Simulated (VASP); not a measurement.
# Bi (P6_3/mmc) in VASP: further runs

Runs on Bi. Level: r2SCAN. Tasks: single point.

Program: VASP 6.6.1. These are calculated values, not measurements. Logs are shortened: lines on timing, memory, paths and dates and some standing lists are left out, and cuts for length are marked.

### 1 The cell of the first run

Symmetry: P6_3/mmc, No. 194, hexagonal system. The conventional cell has a = 3.524 Å, b = 3.524 Å, c = 5.798 Å, α = 90.00°, β = 90.00°, γ = 120.00°. Within 4.6 Å of Bi (site symmetry -6m2) lie 12 Bi at 3.52 to 3.54 Å.

### 2 Single point, r2SCAN

Contents of POSCAR:

```
Bi
1.0
    3.5237269157      0.0000000000      0.0000000000
   -1.7618634579      3.0516370249      0.0000000000
    0.0000000000      0.0000000000      5.7975240340
Bi
2
Direct
    0.3333333333      0.6666666667      0.2500000000
    0.6666666667      0.3333333333      0.7500000000
```

Contents of INCAR.step1:

```
SYSTEM = Bi
ALGO     = Normal         ! electronic algorithm
EDIFF    = 1E-4           ! SCF threshold, eV
ENCUT    = 520            ! plane-wave cutoff, eV
GGA      = PE             ! functional
ISMEAR   = -1             ! smearing method
LASPH    = .True.         ! aspherical terms in the spheres
LCHARG   = .False.        ! write CHGCAR
LREAL    = .False.        ! projectors in reciprocal space
LWAVE    = .True.         ! write WAVECAR
NBANDS   = 22             ! bands
NELM     = 80             ! most SCF steps
PREC     = Accurate       ! precision mode
SIGMA    = 0.1            ! smearing width, eV
```

Contents of INCAR.step2:

```
SYSTEM = Bi
ALGO     = Normal         ! electronic algorithm
EDIFF    = 1E-6           ! SCF threshold, eV
ENCUT    = 520            ! plane-wave cutoff, eV
ISIF     = 2              ! what is computed and relaxed
ISMEAR   = -1             ! smearing method
ISTART   = 1            
LASPH    = .True.         ! aspherical terms in the spheres
LCHARG   = .False.        ! write CHGCAR
LMIXTAU  = .True.       
LREAL    = .False.        ! projectors in reciprocal space
LWAVE    = .False.        ! write WAVECAR
METAGGA  = R2SCAN         ! meta-GGA
NBANDS   = 22             ! bands
NELM     = 80             ! most SCF steps
PREC     = Accurate       ! precision mode
SIGMA    = 0.1            ! smearing width, eV
```

Contents of KPOINTS:

```
k-points
0
Gamma
  12 12 6
  0 0 0
```

Potentials or basis: VASP PAW PBE potentials, release 64 (Bi_d).

Launch:

```
$ cat potpaw_PBE.64/Bi_d/POTCAR > POTCAR
$ cp INCAR.step1 INCAR
$ mpirun -np 1 vasp_std > vasp.out
$ cp INCAR.step2 INCAR
$ mpirun -np 1 vasp_std > vasp.out
```

OUTCAR:

```text
SYSTEM = Bi
   EDIFF = 1E-6
   ENCUT = 520
   ISIF = 2
   ISMEAR = -1
   ISTART = 1
   LASPH = .True.
   LREAL = .False.
   METAGGA = R2SCAN
   NELM = 80
   PREC = Accurate

 ion  position               nearest neighbor table
   1  0.333  0.667  0.250-   2 3.54   2 3.54   2 3.54   2 3.54   2 3.54   2 3.54
   2  0.667  0.333  0.750-   1 3.54   1 3.54   1 3.54   1 3.54   1 3.54   1 3.54

  LATTYP: Found a hexagonal cell.
 ALAT       =     3.5237269157
 C/A-ratio  =     1.6452818770

  Lattice vectors:

 A1 = (   3.5237269157,   0.0000000000,   0.0000000000)
 A2 = (  -1.7618634579,   3.0516370249,   0.0000000000)
 A3 = (   0.0000000000,   0.0000000000,   5.7975240340)

Analysis of symmetry for initial positions (statically):
=====================================================================
 Subroutine PRICEL returns:
 Original cell was already a primitive cell.

 Routine SETGRP: Setting up the symmetry group for a
 hexagonal supercell.

 Subroutine GETGRP returns: Found 24 space group operations
 (whereof 12 operations were pure point group operations)
 out of a pool of 24 trial point group operations.

The static configuration has the point symmetry D_3d.
 The point group associated with its full space group is D_6h.

Analysis of symmetry for dynamics (positions and initial velocities):
=====================================================================
 Subroutine PRICEL returns:
 Original cell was already a primitive cell.

 Routine SETGRP: Setting up the symmetry group for a
 hexagonal supercell.

 Subroutine GETGRP returns: Found 24 space group operations
 (whereof 12 operations were pure point group operations)
 out of a pool of 24 trial point group operations.

The dynamic configuration has the point symmetry D_3d.
 The point group associated with its full space group is D_6h.

 Subroutine INISYM returns: Found 24 space group operations
 (whereof 12 operations are pure point group operations),
 and found     1 'primitive' translations

----------------------------------------------------------------------------------------

                                     Primitive cell

  volume of cell :      62.3416

  direct lattice vectors                    reciprocal lattice vectors
     3.523726916  0.000000000  0.000000000     0.283790437  0.163846485  0.000000000
    -1.761863458  3.051637025  0.000000000     0.000000000  0.327692970  0.000000000
     0.000000000  0.000000000  5.797524034     0.000000000  0.000000000  0.172487426

  length of vectors
     3.523726916  3.523726916  5.797524034     0.327692970  0.327692970  0.172487426

  position of ions in fractional coordinates (direct lattice)
     0.333333333  0.666666667  0.250000000
     0.666666667  0.333333333  0.750000000

  ion indices of the primitive-cell ions
   primitive index   ion index
                 1           1
                 2           2

----------------------------------------------------------------------------------------

 KPOINTS: k-points

Automatic generation of k-mesh.
 Grid dimensions read from file:
 generate k-points for:   12   12    6

 Generating k-lattice:

  Cartesian coordinates                     Fractional coordinates (reciprocal lattice)
     0.023649203  0.013653874  0.000000000     0.083333333 -0.000000000  0.000000000
     0.000000000  0.027307747  0.000000000     0.000000000  0.083333333  0.000000000
     0.000000000  0.000000000  0.028747904     0.000000000  0.000000000  0.166666667

  Length of vectors
     0.027307747  0.027307747  0.028747904

  Shift w.r.t. Gamma in fractional coordinates (k-lattice)
     0.000000000  0.000000000  0.000000000

 Subroutine IBZKPT returns following result:
 ===========================================

 Found     76 irreducible k-points:

 Following reciprocal coordinates:
            Coordinates               Weight
  0.000000  0.000000  0.000000      1.000000
  0.083333 -0.000000  0.000000      6.000000
  0.166667  0.000000  0.000000      6.000000
  0.250000  0.000000  0.000000      6.000000
  0.333333  0.000000  0.000000      6.000000
  0.416667 -0.000000  0.000000      6.000000
[... 16 lines left out ...]
  0.250000  0.000000  0.166667     12.000000
  0.333333  0.000000  0.166667     12.000000
 [... further k-points ...]
   k-points           NKPTS =     76   k-points in BZ     NKDIM =     76   number of bands    NBANDS=     22
   number of dos      NEDOS =    301   number of ions     NIONS =      2
   total plane-waves  NPLWV =  37632
   dimension x,y,z NGX =    28 NGY =   28 NGZ =   48
   dimension x,y,z NGXF=    56 NGYF=   56 NGZF=   96
   ions per type =               2
   NGX,Y,Z   is equivalent  to a cutoff of  13.21, 13.21, 13.76 a.u.
   NGXF,Y,Z  is equivalent  to a cutoff of  26.42, 26.42, 27.53 a.u.
 SYSTEM =  Bi
   PREC   = accura    normal or accurate (medium, high low for compatibility)
   ISTART =      1    job   : 0-new  1-cont  2-samecut
   ICHARG =      0    charge: 1-file 2-atom 10-const
[... 69 lines left out ...]
[... 14 lines left out ...]
     21      18.2401      0.00000
     22      19.0001      0.00000

 k-point     2 :       0.0833   -0.0000    0.0000
  band No.  band energies     occupation
      1     -15.9207      2.00000
      2     -15.9090      2.00000
      3     -15.8933      2.00000
      4     -15.8882      2.00000
      5     -15.8843      2.00000
      6     -15.8792      2.00000
[... 14 lines left out ...]
     21      18.2979      0.00000
     22      18.4824      0.00000

 k-point     3 :       0.1667    0.0000    0.0000
  band No.  band energies     occupation
      1     -15.9327      2.00000
      2     -15.8972      2.00000
      3     -15.8909      2.00000
      4     -15.8780      2.00000
      5     -15.8746      2.00000
      6     -15.8619      2.00000
[... 14 lines left out ...]
     21      17.8003      0.00000
     22      18.6193      0.00000

 k-point     4 :       0.2500    0.0000    0.0000
  band No.  band energies     occupation
      1     -15.9503      2.00000
      2     -15.8963      2.00000
      3     -15.8937      2.00000
      4     -15.8851      2.00000
      5     -15.8743      2.00000
      6     -15.8269      2.00000
[... 14 lines left out ...]
     21      17.3318      0.00000
     22      18.3560      0.00000

 k-point     5 :       0.3333    0.0000    0.0000
  band No.  band energies     occupation
      1     -15.9671      2.00000
      2     -15.9106      2.00000
      3     -15.9021      2.00000
      4     -15.8950      2.00000
      5     -15.8518      2.00000
      6     -15.8241      2.00000
[... 14 lines left out ...]
     21      16.9143      0.00000
     22      18.5231      0.00000

 k-point     6 :       0.4167   -0.0000    0.0000
  band No.  band energies     occupation
      1     -15.9790      2.00000
      2     -15.9235      2.00000
      3     -15.9070      2.00000
      4     -15.9019      2.00000
      5     -15.8360      2.00000
      6     -15.8351      2.00000
[... 14 lines left out ...]
     21      16.6633      0.00000
     22      18.2873      0.00000

 k-point     7 :       0.5000    0.0000    0.0000
  band No.  band energies     occupation
      1     -15.9833      2.00000
      2     -15.9284      2.00000
      3     -15.9088      2.00000
      4     -15.9044      2.00000
      5     -15.8402      2.00000
      6     -15.8290      2.00000
[... 324 lines left out ...]
      6     -15.8918      2.00000
[... 14 lines left out ...]
     21      18.3100      0.00000
     22      18.7808      0.00000

 k-point    21 :       0.0833   -0.0000    0.1667
  band No.  band energies     occupation
      1     -15.9189      2.00000
      2     -15.9107      2.00000
      3     -15.9007      2.00000
      4     -15.8951      2.00000
      5     -15.8874      2.00000
      6     -15.8823      2.00000
[... 14 lines left out ...]
     21      18.1008      0.00000
     22      18.4393      0.00000

 k-point    22 :       0.1667    0.0000    0.1667
  band No.  band energies     occupation
      1     -15.9309      2.00000
      2     -15.9051      2.00000
      3     -15.8972      2.00000
      4     -15.8796      2.00000
      5     -15.8746      2.00000
      6     -15.8564      2.00000
[... 14 lines left out ...]
     21      17.1483      0.00000
     22      18.6811      0.00000

 k-point    23 :       0.2500    0.0000    0.1667
  band No.  band energies     occupation
      1     -15.9479      2.00000
      2     -15.9094      2.00000
      3     -15.8972      2.00000
      4     -15.8800      2.00000
      5     -15.8616      2.00000
      6     -15.8340      2.00000
[... 14 lines left out ...]
     21      16.7464      0.00000
     22      18.8365      0.00000

 k-point    24 :       0.3333    0.0000    0.1667
  band No.  band energies     occupation
      1     -15.9638      2.00000
      2     -15.9203      2.00000
      3     -15.9044      2.00000
      4     -15.8872      2.00000
      5     -15.8495      2.00000
      6     -15.8294      2.00000
[... 14 lines left out ...]
     21      16.7987      0.00000
     22      18.3385      0.00000

 [... further k-points ...]

------------------------ aborting loop because EDIFF is reached ----------------------------------------

  FORCE on cell =-STRESS in cart. coord.  units (eV):
  Direction    XX          YY          ZZ          XY          YZ          ZX
  --------------------------------------------------------------------------------------
  -------------------------------------------------------------------------------------
  Total       -0.1739915     -0.1739915      0.1828484      0.0000000      0.0000000     -0.0000000
  in kB       -4.4715799     -4.4715799      4.6992017      0.0000000      0.0000000     -0.0000000
  external PRESSURE =      -1.4146527 kB  Pullay stress =       0.0000000 kB

 VOLUME and BASIS-vectors are now :
 -----------------------------------------------------------------------------
  energy-cutoff  :      520.00
  volume of cell :       62.34
      direct lattice vectors                 reciprocal lattice vectors
     3.523726916  0.000000000  0.000000000     0.283790437  0.163846485  0.000000000
    -1.761863458  3.051637025  0.000000000     0.000000000  0.327692970  0.000000000
     0.000000000  0.000000000  5.797524034     0.000000000  0.000000000  0.172487426

 POSITION                                       TOTAL-FORCE (eV/Angst)
 -----------------------------------------------------------------------------------
     -0.00000      2.03442      1.44938         0.000000     -0.000000      0.000000
      1.76186      1.01721      4.34814        -0.000000      0.000000     -0.000000
 -----------------------------------------------------------------------------------
    total drift:                               -0.000000      0.000000      0.000000

  FREE ENERGIE OF THE ION-ELECTRON SYSTEM (eV)
  ---------------------------------------------------
  free  energy   TOTEN  =      -116.5290650595 eV

  energy  without entropy=     -116.4957443430  energy(sigma->0) =     -116.51240470
```

Run time: 4.9 min. Hardware: 1 thread of Intel Xeon 6975P-C, shared host; peak memory 0.24 GiB.

What came out:

| Item | Value |
| --- | --- |
| Free energy | -116.5291 eV |
| Pressure | -0.1 GPa |
| Band gap on the k mesh | zero (band 15 reaches 12.22 eV, above the bottom of band 16 at 4.96 eV) |

Caveat: the PAW data sets were made with another functional, which shifts forces and pressure a little; spin-orbit coupling is left out, which moves the levels of the heavy elements.

### 3 Single point, r2SCAN (volume scaled by 1.04)

Contents of POSCAR:

```
Bi
1.0
    3.5700970611      0.0000000000      0.0000000000
   -1.7850485306      3.0917947489      0.0000000000
    0.0000000000      0.0000000000      5.8738159939
Bi
2
Direct
    0.3333333333      0.6666666667      0.2500000000
    0.6666666667      0.3333333333      0.7500000000
```

Contents of INCAR.step1:

```
SYSTEM = Bi
PREC = Accurate ; ENCUT = 520
ISMEAR = -1 ; SIGMA = 0.1
LREAL = .False. ; LASPH = .True.
NELM = 100 ; NBANDS = 22
GGA = PE ; ALGO = Normal
EDIFF = 1E-4 ; LWAVE = .True.
LCHARG = .False.
```

Contents of INCAR.step2:

```
SYSTEM = Bi
PREC = Accurate ; ENCUT = 520
EDIFF = 1E-6 ; ISMEAR = -1
SIGMA = 0.1 ; LREAL = .False.
LASPH = .True. ; NELM = 100
ALGO = Normal ; ISIF = 2
LWAVE = .False. ; LCHARG = .False.
METAGGA = R2SCAN ; LMIXTAU = .True.
NBANDS = 22 ; ISTART = 1
```

Contents of KPOINTS:

```
Automatic mesh
0
Gamma
  12 12 6
  0 0 0
```

Potentials or basis: VASP PAW PBE potentials, release 64 (Bi_d).

Launch:

```
$ cat potpaw_PBE.64/Bi_d/POTCAR > POTCAR
$ cp INCAR.step1 INCAR
$ mpirun -np 1 vasp_std > vasp.out
$ cp INCAR.step2 INCAR
$ mpirun -np 1 vasp_std > vasp.out
```

Wall time 4.7 min (1 thread of Intel Xeon 6975P-C, shared host); peak memory 0.25 GiB.

Results (log left out):

```
Free energy            : -116.5119 eV
Pressure               : -2.1 GPa
Band gap on the k mesh : zero (band 15 reaches 11.52 eV, above the bottom of band 16 at 4.62 eV)
```

Stress tensor (GPa, compression positive):
```
-2.48  0.00  0.00
 0.00 -2.48  0.00
 0.00  0.00 -1.48
```

Levels at points of the mesh, in eV from the Fermi level:
| k point | band 11 | band 12 | band 13 | band 14 | band 15 | band 16 | band 17 | band 18 | band 19 | band 20 |
| --- | --- | --- | --- | --- | --- | --- | --- | --- | --- | --- |
| (0.00, 0.00, 0.00) | -13.94 | -11.16 | -5.30 | 3.37 | 3.37 | 4.86 | 4.91 | 4.91 | 7.43 | 8.64 |
| (0.50, 0.00, 0.00) | -11.17 | -10.14 | -4.48 | -3.10 | -1.98 | 0.31 | 0.40 | 3.32 | 5.23 | 7.58 |
| (0.00, 0.00, 0.50) | -12.91 | -12.91 | -1.17 | -1.17 | 4.10 | 4.10 | 4.10 | 4.10 | 8.39 | 8.39 |
| (0.50, 0.00, 0.50) | -10.60 | -10.60 | -4.87 | -4.87 | 1.43 | 1.43 | 1.56 | 1.56 | 6.08 | 6.08 |

Caveat: the PAW data sets were made with another functional, which shifts forces and pressure a little; spin-orbit coupling is left out, which moves the levels of the heavy elements.

### 4 Single point, r2SCAN (volume scaled by 1.08)

Contents of POSCAR:

```
Bi
1.0
    3.6152929611      0.0000000000      0.0000000000
   -1.8076464806      3.1309355464      0.0000000000
    0.0000000000      0.0000000000      5.9481759890
Bi
2
Direct
    0.3333333333      0.6666666667      0.2500000000
    0.6666666667      0.3333333333      0.7500000000
```

Contents of INCAR.step1:

```
ALGO = Normal
EDIFF = 1E-4
ENCUT = 520
GGA = PE
ISMEAR = -1
LASPH = True
LCHARG = False
LREAL = False
LWAVE = True
NBANDS = 22
NELM = 80
PREC = Accurate
SIGMA = 0.1
```

Contents of INCAR.step2:

```
ALGO = Normal
EDIFF = 1E-7
ENCUT = 520
ISIF = 2
ISMEAR = -1
ISTART = 1
LASPH = True
LCHARG = True
LELF = True
LMIXTAU = True
LREAL = False
LVHAR = True
LWAVE = False
METAGGA = R2SCAN
NBANDS = 22
NELM = 80
PREC = Accurate
SIGMA = 0.1
```

Contents of KPOINTS:

```
k-points
0
Gamma
  12 12 6
```

Launch:

```
$ cat potpaw_PBE.64/Bi_d/POTCAR > POTCAR
$ cp INCAR.step1 INCAR
$ mpirun -np 1 vasp_std > vasp.out
$ cp INCAR.step2 INCAR
$ mpirun -np 1 vasp_std > vasp.out
```

Wall time 5.3 min (1 thread of Intel Xeon 6975P-C, shared host); peak memory 0.25 GiB.

Results (log left out):

```yaml
Free_energy: -116.4668 eV
Pressure: -3.7 GPa
Band_gap_on_the_k_mesh: zero (band 15 reaches 10.86 eV, above the bottom of band 16 at 4.30 eV)
```

Stress tensor (GPa, compression positive):
```
-4.09  0.00  0.00
 0.00 -4.09  0.00
 0.00  0.00 -3.05
```

Levels at points of the mesh, in eV from the Fermi level:
```
           k point  band 12  band 13  band 14  band 15  band 16  band 17  band 18  band 19
(0.00, 0.00, 0.00)   -11.10    -5.07     3.21     3.21     4.61     4.66     4.66     7.25
(0.50, 0.00, 0.00)   -10.14    -4.32    -2.99    -1.89     0.33     0.40     3.15     5.20
(0.00, 0.00, 0.50)   -12.71    -1.17    -1.17     3.89     3.89     3.89     3.89     8.20
(0.50, 0.00, 0.50)   -10.58    -4.66    -4.66     1.35     1.35     1.50     1.50     6.02
```

Caveat: the PAW data sets were made with another functional, which shifts forces and pressure a little; spin-orbit coupling is left out, which moves the levels of the heavy elements.

### 5 Summary

| cell | gap on the mesh (eV) | pressure (GPa) |
| --- | --- | --- |
| a = 3.524, b = 3.524, c = 5.798 Å, angles 90.0, 90.0, 120.0°, 2 atoms | none | -0.1 |
| a = 3.570, b = 3.570, c = 5.874 Å, angles 90.0, 90.0, 120.0°, 2 atoms | none | -2.1 |
| a = 3.615, b = 3.615, c = 5.948 Å, angles 90.0, 90.0, 120.0°, 2 atoms | none | -3.7 |

Alike in all rows: task single point; level r2SCAN; potentials or basis VASP PAW PBE potentials, release 64 (Bi_d); no spin polarisation; k mesh 12 × 12 × 6; cutoff (eV) 520; smearing fermi-dirac 0.1 eV.

Caveats: the PAW data sets were made with another functional, which shifts forces and pressure a little; spin-orbit coupling is left out, which moves the levels of the heavy elements.

Absolute energies hang on the potentials; compare differences alone.
